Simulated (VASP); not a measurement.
# Al in VASP: single point with PBE+D3(BJ)

Aim: the single point of Al with PBE+D3(BJ).

All numbers are computed with VASP 6.6.1; they aren't measurements. Logs are shortened: lines on timing, memory, paths and dates and some standing lists are left out, and cuts for length are marked.

### Step 1. The cell of the first run

The cell holds a slab with vacuum, 4 atoms: a = 2.894 Å, b = 2.894 Å, c = 30.797 Å, α = 90.00°, β = 90.00°, γ = 120.00°.

### Step 2. Single point, PBE+D3(BJ)

Input file INCAR:

```
PREC = Accurate
ENCUT = 400
EDIFF = 1E-6
ISMEAR = 1
SIGMA = 0.1
LREAL = False
LASPH = True
NELM = 120
ALGO = Normal
ISIF = 2
LWAVE = False
LCHARG = False
LDIPOL = True
IDIPOL = 3
DIPOL = 0.5 0.5 0.337
GGA = PE
IVDW = 12
NBANDS = 14
GGA_COMPAT = False
NELMDL = -8
```

Input file KPOINTS:

```
Automatic mesh
0
Gamma
  21 21 1
```

Input file POSCAR:

```
Al
1.0
    2.8939869520      0.0000000000      0.0000000000
   -1.4469934760      2.5062662187      0.0000000000
    0.0000000000      0.0000000000     30.7965841153
Al
4
Direct
    0.0000000000      0.0000000000      0.2272979358
    0.6666666667      0.3333333333      0.3007071817
    0.3333333333      0.6666666667      0.3727041208
    0.0000000000      0.0000000000      0.4462780657
```

Potentials or basis: VASP PAW PBE potentials, release 64 (Al).

Launch:

```sh
$ cat potpaw_PBE.64/Al/POTCAR > POTCAR
$ mpirun -np 1 vasp_std > vasp.out
```

OUTCAR:

```text
PREC = Accurate
   ENCUT = 400
   EDIFF = 1E-6
   ISMEAR = 1
   LREAL = False
   LASPH = True
   NELM = 120
   ISIF = 2
   GGA = PE
   IVDW = 12
   NELMDL = -8
 IVDW          = 12

 ion  position               nearest neighbor table
   1  0.000  0.000  0.227-   2 2.81   2 2.81   2 2.81
   2  0.667  0.333  0.301-   3 2.78   3 2.78   3 2.78   1 2.81   1 2.81   1 2.81
   3  0.333  0.667  0.373-   2 2.78   2 2.78   2 2.78   4 2.82   4 2.82   4 2.82
   4  0.000  0.000  0.446-   3 2.82   3 2.82   3 2.82

  LATTYP: Found a hexagonal cell.
 ALAT       =     2.8939869520
 C/A-ratio  =    10.6415766989

  Lattice vectors:

 A1 = (   2.8939869520,   0.0000000000,   0.0000000000)
 A2 = (  -1.4469934760,   2.5062662187,   0.0000000000)
 A3 = (   0.0000000000,   0.0000000000,  30.7965841153)

Analysis of symmetry for initial positions (statically):
=====================================================================
 Subroutine PRICEL returns:
 Original cell was already a primitive cell.

 Routine SETGRP: Setting up the symmetry group for a
 hexagonal supercell.

 Subroutine GETGRP returns: Found  6 space group operations
 (whereof  6 operations were pure point group operations)
 out of a pool of 24 trial point group operations.

The static configuration has the point symmetry C_3v.

Analysis of symmetry for dynamics (positions and initial velocities):
=====================================================================
 Subroutine PRICEL returns:
 Original cell was already a primitive cell.

 Routine SETGRP: Setting up the symmetry group for a
 hexagonal supercell.

 Subroutine GETGRP returns: Found  6 space group operations
 (whereof  6 operations were pure point group operations)
 out of a pool of 24 trial point group operations.

The dynamic configuration has the point symmetry C_3v.

 Subroutine INISYM returns: Found  6 space group operations
 (whereof  6 operations are pure point group operations),
 and found     1 'primitive' translations

----------------------------------------------------------------------------------------

                                     Primitive cell

  volume of cell :     223.3708

  direct lattice vectors                    reciprocal lattice vectors
     2.893986952  0.000000000  0.000000000     0.345544060  0.199499956  0.000000000
    -1.446993476  2.506266219  0.000000000     0.000000000  0.398999912  0.000000000
     0.000000000  0.000000000 30.796584115     0.000000000  0.000000000  0.032471134

  length of vectors
     2.893986952  2.893986952 30.796584115     0.398999912  0.398999912  0.032471134

  position of ions in fractional coordinates (direct lattice)
     0.000000000  0.000000000  0.227297936
     0.666666667  0.333333333  0.300707182
     0.333333333  0.666666667  0.372704121
     0.000000000  0.000000000  0.446278066

[... 104 lines left out ...]
   LHFCALC =     F    Hartree Fock is set to
   AEXX    =    0.0000 exact exchange contribution
   IVDW    =    12    specifies the selected vdW correction
   LEPSILON=     F    determine dielectric tensor
   LRPA    =     F    only Hartree local field effects (RPA)
 non-spin polarized calculation
 Methfessel and Paxton  Order N= 1 SIGMA  =   0.10
  energy-cutoff  :      400.00
  volume of cell :      223.37
 maximum number of plane-waves:      4097
 NGX is ok and might be reduce to    20
   NGX =  9   NGY =  9   NGZ =101

 dipolmoment           0.000000      0.000000      0.000010 electrons x Angstroem

 number of electron      12.0000000 magnetization

 dipolmoment           0.000000      0.000000     -0.000089 electrons x Angstroem

 Free energy of the ion-electron system (eV)
  ---------------------------------------------------
  ext. energy  EPLUGINS =         0.00000000
  ---------------------------------------------------
  free energy    TOTEN  =       -14.18720546 eV

  energy without entropy =      -14.18516933  energy(sigma->0) =      -14.18652675

 E-fermi :  -0.3400     XC(G=0):  -3.6134

 val. band max:       -0.3483439432   @ k =   0.3333   0.1905   0.0000
 cond. band min:      -0.3137402599   @ k =   0.2381   0.1905   0.0000
 fundamental gap:      0.0346036833
 Fermi energy:        -0.3400146027

 k-point     1 :       0.0000    0.0000    0.0000
  band No.  band energies     occupation
      1     -11.2315      2.00000
      2     -10.0596      2.00000
      3      -8.3498      2.00000
      4      -5.9151      2.00000
      5      -3.5379      2.00000
      6      -0.4565      2.06971
      7       2.0105      0.00000
      8       3.2149      0.00000
      9       3.5498      0.00000
     10       4.0961      0.00000
     11       4.1693      0.00000
     12       5.3345      0.00000
     13       5.4140      0.00000
     14       7.0446      0.00000
[... 377 lines left out ...]
      1      -9.7466      2.00000
      2      -8.5835      2.00000
      3      -6.8870      2.00000
      4      -4.4603      2.00000
      5      -2.1483      2.00000
      6       0.8144     -0.00000
      7       2.0749      0.00000
      8       3.1789      0.00000
      9       3.4205      0.00000
     10       4.1872      0.00000
     11       4.6601      0.00000
     12       4.7803      0.00000
     13       5.0819      0.00000
     14       5.2921      0.00000

 [... further k-points ...]

------------------------ aborting loop because EDIFF is reached ----------------------------------------

 vacuum level on the upper side and lower side of the slab       (xc-potential included)        -0.046        -0.039

 Edisp (eV)   -1.01481

 E8    (eV) :    -0.4705

  FORCE on cell =-STRESS in cart. coord.  units (eV):
  Direction    XX          YY          ZZ          XY          YZ          ZX
  --------------------------------------------------------------------------------------
  -------------------------------------------------------------------------------------
  Total      -2.11442    -2.11442     0.09473    -0.00000     0.00000     0.00000
  in kB     -15.16614   -15.16614     0.67950    -0.00000     0.00000     0.00000
  external pressure =       -9.88 kB  Pullay stress =        0.00 kB

 VOLUME and BASIS-vectors are now :
 -----------------------------------------------------------------------------
  energy-cutoff  :      400.00
  volume of cell :      223.37
      direct lattice vectors                 reciprocal lattice vectors
     2.893986952  0.000000000  0.000000000     0.345544060  0.199499956  0.000000000
    -1.446993476  2.506266219  0.000000000     0.000000000  0.398999912  0.000000000
     0.000000000  0.000000000 30.796584115     0.000000000  0.000000000  0.032471134

 POSITION                                       TOTAL-FORCE (eV/Angst)
 -----------------------------------------------------------------------------------
      0.00000      0.00000      7.00000         0.000000     -0.000000     -0.018760
      1.44699      0.83542      9.26075        -0.000000      0.000000     -0.007333
     -0.00000      1.67084     11.47801         0.000000     -0.000000      0.023822
      0.00000      0.00000     13.74384         0.000000     -0.000000      0.002271
 -----------------------------------------------------------------------------------
    total drift:                                0.000000     -0.000000     -0.000017

  FREE ENERGIE OF THE ION-ELECTRON SYSTEM (eV)
  ---------------------------------------------------
  free  energy   TOTEN  =       -15.2020130892 eV

  energy  without entropy=      -15.1999769561  energy(sigma->0) =      -15.20133438

 vacuum level on the upper side and lower side of the slab         3.483         3.486
```

OSZICAR:

```text
N       E                     dE             d eps       ncg     rms          rms(c)
DAV:   1     0.271401629178E+02    0.27140E+02   -0.32538E+03  1344   0.477E+02
DAV:   2    -0.134663042738E+02   -0.40606E+02   -0.37771E+02  1970   0.926E+01
DAV:   3    -0.148270686156E+02   -0.13608E+01   -0.13397E+01  1770   0.174E+01
[... 19 lines left out ...]
DAV:  23    -0.141871825795E+02   -0.24662E-04   -0.13860E-06  1436   0.275E-03    0.554E-04
DAV:  24    -0.141872012247E+02   -0.18645E-04   -0.11986E-06  1408   0.212E-03    0.498E-04
DAV:  25    -0.141872039460E+02   -0.27213E-05   -0.80340E-08  1472   0.780E-04    0.319E-04
DAV:  26    -0.141872052028E+02   -0.12568E-05   -0.34583E-08  1240   0.404E-04    0.236E-04
DAV:  27    -0.141872054599E+02   -0.25710E-06   -0.52864E-09  1188   0.198E-04
   1 F= -.15202013E+02 E0= -.15201334E+02  d E =-.203613E-02
```

Run time: 5.7 min. Hardware: 1 thread of Intel Xeon 8259CL, shared host; peak memory 0.3 GiB.

Results:

```yaml
Free_energy: -15.2020 eV
Largest_force: 0.024 eV/Å
Band_gap_on_the_k_mesh: zero (bands 6 and 7 overlap by 2.37 eV)
Dispersion_energy_per_atom: -0.254 eV
```

Forces in eV/Å, atoms in the order of the input:
```
Al   0.000  0.000 -0.019
Al   0.000  0.000 -0.007
Al   0.000  0.000  0.024
Al   0.000  0.000  0.002
```

Levels at points of the mesh, in eV from the Fermi level:
```csv
k point,band 3,band 4,band 5,band 6,band 7,band 8,band 9,band 10
"(0.00, 0.00, 0.00)",-8.01,-5.58,-3.20,-0.12,2.35,3.55,3.89,4.44
```

The gap in the log of VASP goes by the Fermi energy; the results here count the filled bands.